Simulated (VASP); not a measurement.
# BiP in VASP: further runs

The runs below take BiP through single point, with PBE.

All numbers are computed with VASP 6.6.1; they aren't measurements. Logs are shortened: lines on timing, memory, paths and dates and some standing lists are left out, and cuts for length are marked.

## 1. The cell of the first run

It takes space group P6/mmm (No. 191, hexagonal). Conventional cell: a = 3.918 Å, b = 3.918 Å, c = 4.539 Å, α = 90.00°, β = 90.00°, γ = 120.00°. Bi (site symmetry 6/mmm) has 2 P at 2.27 Å within 3.0 Å. Within 3.0 Å of P (site symmetry 6/mmm) lie 2 Bi at 2.27 Å.

## 2. Single point, PBE (30.18 Å³/atom)

Input file INCAR:

```
SYSTEM = BiP
ALGO = Normal ; EDIFF = 1E-6
ENCUT = 500 ; GGA = PE
GGA_COMPAT = .False. ; ISIF = 2
ISMEAR = -1 ; LASPH = .True.
LCHARG = .False. ; LREAL = .False.
LWAVE = .False. ; NBANDS = 17
NELM = 120 ; PREC = Accurate
SIGMA = 0.05
```

Input file KPOINTS:

```
k-points
0
Gamma
  8 8 6
  0 0 0
```

Input file POSCAR:

```
BiP
1.0
    3.9183758899      0.0000000000      0.0000000000
   -1.9591879450      3.3934130565      0.0000000000
    0.0000000000      0.0000000000      4.5391754055
Bi P
1 1
Direct
    0.0000000000      0.0000000000      0.5000000000
    0.0000000000      0.0000000000      0.0000000000
```

Potentials or basis: VASP PAW PBE potentials, release 64 (Bi_d, P).

Launch:

```console
cat potpaw_PBE.64/Bi_d/POTCAR potpaw_PBE.64/P/POTCAR > POTCAR
mpirun -np 1 vasp_std > vasp.out
```

OUTCAR:

```text
SYSTEM = BiP
   EDIFF = 1E-6
   ENCUT = 500
   GGA = PE
   ISIF = 2
   ISMEAR = -1
   LASPH = .True.
   LREAL = .False.
   NELM = 120
   PREC = Accurate

 ion  position               nearest neighbor table
   1  0.000  0.000  0.500-   2 2.27   2 2.27
   2  0.000  0.000  0.000-   1 2.27   1 2.27

  LATTYP: Found a hexagonal cell.
 ALAT       =     3.9183758899
 C/A-ratio  =     1.1584328643

  Lattice vectors:

 A1 = (   3.9183758899,   0.0000000000,   0.0000000000)
 A2 = (  -1.9591879450,   3.3934130565,   0.0000000000)
 A3 = (   0.0000000000,   0.0000000000,   4.5391754055)

Analysis of symmetry for initial positions (statically):
=====================================================================
 Subroutine PRICEL returns:
 Original cell was already a primitive cell.

 Routine SETGRP: Setting up the symmetry group for a
 hexagonal supercell.

 Subroutine GETGRP returns: Found 24 space group operations
 (whereof 24 operations were pure point group operations)
 out of a pool of 24 trial point group operations.

The static configuration has the point symmetry D_6h.

Analysis of symmetry for dynamics (positions and initial velocities):
=====================================================================
 Subroutine PRICEL returns:
 Original cell was already a primitive cell.

 Routine SETGRP: Setting up the symmetry group for a
 hexagonal supercell.

 Subroutine GETGRP returns: Found 24 space group operations
 (whereof 24 operations were pure point group operations)
 out of a pool of 24 trial point group operations.

The dynamic configuration has the point symmetry D_6h.

 Subroutine INISYM returns: Found 24 space group operations
 (whereof 24 operations are pure point group operations),
 and found     1 'primitive' translations

----------------------------------------------------------------------------------------

                                     Primitive cell

  volume of cell :      60.3559

  direct lattice vectors                    reciprocal lattice vectors
     3.918375890  0.000000000  0.000000000     0.255207777  0.147344279  0.000000000
    -1.959187945  3.393413057  0.000000000     0.000000000  0.294688558  0.000000000
     0.000000000  0.000000000  4.539175405     0.000000000  0.000000000  0.220304331

  length of vectors
     3.918375890  3.918375885  4.539175405     0.294688558  0.294688558  0.220304331

  position of ions in fractional coordinates (direct lattice)
     0.000000000  0.000000000  0.500000000
     0.000000000  0.000000000  0.000000000

  ion indices of the primitive-cell ions
   primitive index   ion index
                 1           1
                 2           2

----------------------------------------------------------------------------------------

 KPOINTS: k-points

Automatic generation of k-mesh.
 Grid dimensions read from file:
 generate k-points for:    8    8    6

 Generating k-lattice:

  Cartesian coordinates                     Fractional coordinates (reciprocal lattice)
     0.031900972  0.018418035  0.000000000     0.125000000  0.000000000  0.000000000
     0.000000000  0.036836070  0.000000000     0.000000000  0.125000000  0.000000000
     0.000000000  0.000000000  0.036717388     0.000000000  0.000000000  0.166666667

  Length of vectors
     0.036836070  0.036836070  0.036717388

  Shift w.r.t. Gamma in fractional coordinates (k-lattice)
     0.000000000  0.000000000  0.000000000

 Subroutine IBZKPT returns following result:
 ===========================================

 Found     40 irreducible k-points:

 Following reciprocal coordinates:
            Coordinates               Weight
  0.000000  0.000000  0.000000      1.000000
  0.125000 -0.000000  0.000000      6.000000
  0.250000 -0.000000  0.000000      6.000000
  0.375000 -0.000000  0.000000      6.000000
  0.500000 -0.000000  0.000000      3.000000
  0.125000  0.125000  0.000000      6.000000
[... 16 lines left out ...]
  0.250000 -0.000000  0.333333     12.000000
  0.375000 -0.000000  0.333333     12.000000
 [... further k-points ...]
   k-points           NKPTS =     40   k-points in BZ     NKDIM =     40   number of bands    NBANDS=     17
   number of dos      NEDOS =    301   number of ions     NIONS =      2
   total plane-waves  NPLWV =  32400
   dimension x,y,z NGX =    30 NGY =   30 NGZ =   36
   dimension x,y,z NGXF=    60 NGYF=   60 NGZF=   72
   ions per type =               1   1
   NGX,Y,Z   is equivalent  to a cutoff of  12.73, 12.73, 13.18 a.u.
   NGXF,Y,Z  is equivalent  to a cutoff of  25.46, 25.46, 26.37 a.u.
 SYSTEM =  BiP
   PREC   = accura    normal or accurate (medium, high low for compatibility)
   ISTART =      0    job   : 0-new  1-cont  2-samecut
   ICHARG =      2    charge: 1-file 2-atom 10-const
   ISPIN  =      1    spin polarized calculation?
   LNONCOLLINEAR =      F non collinear calculations
   LSORBIT =      F    spin-orbit coupling
   LASPH  =      T    aspherical Exc in radial PAW
   ENCUT  =  500.0 eV  36.75 Ry    6.06 a.u.   7.14  7.14  8.28*2*pi/ulx,y,z
   NELM   =    120;   NELMIN=  2; NELMDL= -5     # of ELM steps
   EDIFF  = 0.1E-05   stopping-criterion for ELM
   LREAL  =      F    real-space projection
   EDIFFG = 0.1E-04   stopping-criterion for IOM
   NSW    =      0    number of steps for IOM
   IBRION =     -1    ionic relax: 0-MD 1-quasi-New 2-CG
   NFREE  =      0    steps in history (QN), initial steepest desc. (CG)
   ISIF   =      2    stress and relaxation
   ISYM   =      2    0-nonsym 1-usesym 2-fastsym
   POTIM  = 0.5000    time-step for ionic-motion
   TEBEG  =    0.0;   TEEND  =   0.0 temperature during run
   PSTRESS=    0.0 pullay stress
   NELECT =      20.0000    total number of electrons
   NUPDOWN=      -1.0000    fix difference up-down
   EMIN   =  10.00;   EMAX   =-10.00  energy-range for DOS
   EFERMI =   0.00;   METHOD = LEGACY
   ISMEAR =    -1;   SIGMA  =   0.05  broadening in eV -4-tet -1-fermi 0-gaus
   EFERMI_NEDOS =   21; number of points for ismear=-14 and -15
   IALGO  =     38    algorithm
   IMIX   =      4    mixing-type and parameters
     AMIX     =   0.40;   BMIX     =  1.00
     AMIX_MAG =   1.60;   BMIX_MAG =  1.00
  volume/ion in A,a.u.               =      30.18       203.65
  Fermi-wavevector in a.u.,A,eV,Ry     =   1.132865  2.140805 17.461493  1.283384
  Thomas-Fermi vector in A             =   2.269567
   LORBIT       =      0    0 simple, 1 ext, 2 COOP (PROOUT), +10 PAW based schemes
   GGA     = PE    functional components
   LHFCALC =     F    Hartree Fock is set to
   AEXX    =    0.0000 exact exchange contribution
   IVDW    =     0    specifies the selected vdW correction
   LEPSILON=     F    determine dielectric tensor
   LRPA    =     F    only Hartree local field effects (RPA)
 non-spin polarized calculation
  energy-cutoff  :      500.00
  volume of cell :       60.36
 maximum number of plane-waves:      1547
 NGX is ok and might be reduce to    30
   NGX = 15   NGY = 15   NGZ = 17

 number of electron      20.0000007 magnetization

 Free energy of the ion-electron system (eV)
  ---------------------------------------------------
  ext. energy  EPLUGINS =         0.00000000
  ---------------------------------------------------
  free energy    TOTEN  =        -6.09399610 eV

  energy without entropy =       -6.08469441  energy(sigma->0) =       -6.08934525

 E-fermi :   4.9646     XC(G=0):  -9.0645

 val. band max:        4.9614731756   @ k =   0.1250   0.1250   0.3333
 cond. band min:       4.9982843428   @ k =   0.0000   0.0000   0.3333
 fundamental gap:      0.0368111672
 Fermi energy:         4.9645610601

 k-point     1 :       0.0000    0.0000    0.0000
  band No.  band energies     occupation
      1     -18.7488      2.00000
      2     -18.2828      2.00000
      3     -18.2828      2.00000
      4     -18.2260      2.00000
      5     -18.2260      2.00000
      6      -8.9833      2.00000
[... 9 lines left out ...]
     16      12.8947      0.00000
     17      14.0361      0.00000

 k-point     2 :       0.1250   -0.0000    0.0000
  band No.  band energies     occupation
      1     -18.7464      2.00000
      2     -18.2854      2.00000
      3     -18.2835      2.00000
      4     -18.2263      2.00000
      5     -18.2199      2.00000
      6      -8.8875      2.00000
[... 9 lines left out ...]
     16      12.8995      0.00000
     17      14.4098      0.00000

 k-point     3 :       0.2500   -0.0000    0.0000
  band No.  band energies     occupation
      1     -18.7407      2.00000
      2     -18.2915      2.00000
      3     -18.2850      2.00000
      4     -18.2268      2.00000
      5     -18.2050      2.00000
      6      -8.6382      2.00000
[... 9 lines left out ...]
     16      13.9887      0.00000
     17      14.2874      0.00000

 k-point     4 :       0.3750   -0.0000    0.0000
  band No.  band energies     occupation
      1     -18.7350      2.00000
      2     -18.2976      2.00000
      3     -18.2866      2.00000
      4     -18.2274      2.00000
      5     -18.1901      2.00000
      6      -8.3572      2.00000
[... 9 lines left out ...]
     16      14.9166      0.00000
     17      14.9701      0.00000

 k-point     5 :       0.5000   -0.0000    0.0000
  band No.  band energies     occupation
      1     -18.7327      2.00000
      2     -18.3001      2.00000
      3     -18.2873      2.00000
      4     -18.2276      2.00000
      5     -18.1839      2.00000
      6      -8.2290      2.00000
[... 9 lines left out ...]
     16      14.8020      0.00000
     17      15.4838      0.00000

 k-point     6 :       0.1250    0.1250    0.0000
  band No.  band energies     occupation
      1     -18.7423      2.00000
      2     -18.2894      2.00000
      3     -18.2848      2.00000
      4     -18.2258      2.00000
      5     -18.2103      2.00000
      6      -8.7143      2.00000
[... 9 lines left out ...]
     16      13.7971      0.00000
     17      14.1550      0.00000
[... 281 lines left out ...]
 k-point    21 :       0.0000    0.0000    0.3333
  band No.  band energies     occupation
      1     -18.6973      2.00000
      2     -18.2860      2.00000
      3     -18.2860      2.00000
      4     -18.2258      2.00000
      5     -18.2258      2.00000
      6      -8.2615      2.00000
[... 9 lines left out ...]
     16      12.9114      0.00000
     17      13.6770      0.00000

 k-point    22 :       0.1250   -0.0000    0.3333
  band No.  band energies     occupation
      1     -18.6948      2.00000
      2     -18.2887      2.00000
      3     -18.2867      2.00000
      4     -18.2260      2.00000
      5     -18.2197      2.00000
      6      -8.1646      2.00000
[... 9 lines left out ...]
     16      13.3668      0.00000
     17      13.8718      0.00000

 k-point    23 :       0.2500   -0.0000    0.3333
  band No.  band energies     occupation
      1     -18.6890      2.00000
      2     -18.2952      2.00000
      3     -18.2883      2.00000
      4     -18.2266      2.00000
      5     -18.2048      2.00000
      6      -7.9127      2.00000
[... 9 lines left out ...]
     16      13.3853      0.00000
     17      14.5675      0.00000

 k-point    24 :       0.3750   -0.0000    0.3333
  band No.  band energies     occupation
      1     -18.6834      2.00000
      2     -18.3016      2.00000
      3     -18.2900      2.00000
      4     -18.2271      2.00000
      5     -18.1899      2.00000
      6      -7.6294      2.00000
[... 9 lines left out ...]
     16      13.3701      0.00000
     17      15.9182      0.00000

 [... further k-points ...]
[... 5 lines left out ...]
  --------------------------------------------------------------------------------------
  -------------------------------------------------------------------------------------
  Total        0.4109312      0.4109312     15.0684670     -0.0000000      0.0000000      0.0000000
  in kB       10.9083708     10.9083708    399.9998852     -0.0000000      0.0000000      0.0000000
  external PRESSURE =     140.6055423 kB  Pullay stress =       0.0000000 kB

 VOLUME and BASIS-vectors are now :
 -----------------------------------------------------------------------------
  energy-cutoff  :      500.00
  volume of cell :       60.36
      direct lattice vectors                 reciprocal lattice vectors
     3.918375890  0.000000000  0.000000000     0.255207777  0.147344279  0.000000000
    -1.959187945  3.393413057  0.000000000     0.000000000  0.294688558  0.000000000
     0.000000000  0.000000000  4.539175405     0.000000000  0.000000000  0.220304331

 POSITION                                       TOTAL-FORCE (eV/Angst)
 -----------------------------------------------------------------------------------
      0.00000      0.00000      2.26959         0.000000      0.000000      0.000000
      0.00000      0.00000      0.00000        -0.000000      0.000000      0.000000
 -----------------------------------------------------------------------------------
    total drift:                                0.000000      0.000000      0.000000

  FREE ENERGIE OF THE ION-ELECTRON SYSTEM (eV)
  ---------------------------------------------------
  free  energy   TOTEN  =        -6.0939960957 eV

  energy  without entropy=       -6.0846944072  energy(sigma->0) =       -6.08934525
```

Run time: 28 s. Hardware: 1 thread of Intel Xeon Platinum 8375C at 2.90GHz (Ice Lake), shared host; peak memory 0.19 GiB.

What came out:

| Quantity | Value |
| --- | --- |
| Free energy | -6.0940 eV |
| Pressure | 14.1 GPa |
| Band gap on the k mesh | zero (bands 10 and 11 overlap by 3.04 eV) |

Caveat: the stress differs along the axes, from 1 to 40 GPa; spin-orbit coupling is left out, which moves the levels of the heavy elements; this functional lacks dispersion, which binds layers or chains, so the pressure and a relaxed spacing across them are unreliable.

## 3. Single point, PBE (atoms moved at random)

Input file INCAR:

```
SYSTEM = BiP
ALGO = Normal ; EDIFF = 1E-6
ENCUT = 500 ; GGA = PE
GGA_COMPAT = .FALSE. ; ISIF = 2
ISMEAR = -1 ; LASPH = .TRUE.
LCHARG = .FALSE. ; LREAL = .FALSE.
LWAVE = .FALSE. ; NBANDS = 17
NELM = 120 ; PREC = Accurate
SIGMA = 0.05
```

Input file KPOINTS:

```
k-points
0
G
  8 8 6
  0 0 0
```

Input file POSCAR:

```
BiP
1.0
    3.8430037400      0.0000000000      0.0000000000
   -1.9215018700      3.3281388600      0.0000000000
    0.0000000000      0.0000000000      4.4518618300
Bi P
1 1
Direct
    0.0067470000      0.0137200000      0.5030140000
    0.0043270000      0.0174930000      0.0038210000
```

Potentials or basis: VASP PAW PBE potentials, release 64 (Bi_d, P).

Launch:

```console
cat potpaw_PBE.64/Bi_d/POTCAR potpaw_PBE.64/P/POTCAR > POTCAR
mpirun -np 1 vasp_std > vasp.out
```

It took 81 s on 1 thread of Intel Xeon Platinum 8375C at 2.90GHz (Ice Lake), shared host; peak memory 0.29 GiB.

Results (log left out):

* Free energy: -5.7371 eV
* Pressure: 19.7 GPa
* Largest force: 0.184 eV/Å
* Band gap on the k mesh: zero (bands 10 and 11 overlap by 3.28 eV)

Forces on the atoms (eV/Å):
```
Bi   0.100 -0.076  0.134
P   -0.100  0.076 -0.134
```

Stress tensor (GPa, compression positive):
```
 2.15  0.00  0.01
 0.00  2.15  0.00
 0.01  0.00 54.89
```

Levels at points of the mesh, in eV from the Fermi level:
```tsv
k point	band 7	band 8	band 9	band 10	band 11	band 12	band 13	band 14
(0.00, 0.00, 0.00)	-6.42	-5.80	-1.30	-1.30	3.61	5.35	5.35	7.40
(0.50, 0.00, 0.00)	-5.92	-5.17	-4.82	-2.20	0.95	3.74	4.07	5.04
(0.00, 0.50, 0.00)	-5.92	-5.17	-4.81	-2.20	0.95	3.74	4.06	5.04
(0.50, 0.50, 0.00)	-5.92	-5.18	-4.81	-2.20	0.95	3.76	4.05	5.03
(0.00, 0.00, 0.50)	-11.82	0.35	0.35	1.70	1.71	2.93	4.10	4.91
(0.50, 0.00, 0.50)	-11.22	-3.44	-2.73	-0.35	0.34	4.01	4.96	5.57
(0.00, 0.50, 0.50)	-11.22	-3.44	-2.73	-0.35	0.34	4.01	4.96	5.58
(0.50, 0.50, 0.50)	-11.22	-3.44	-2.73	-0.35	0.34	4.00	4.96	5.58
```

Caveat: the cell differs from its parent crystal (atoms moved at random); the stress differs along the axes, from 2 to 55 GPa; spin-orbit coupling is left out, which moves the levels of the heavy elements.

The gap in the log of VASP goes by the Fermi energy; the results here count the filled bands.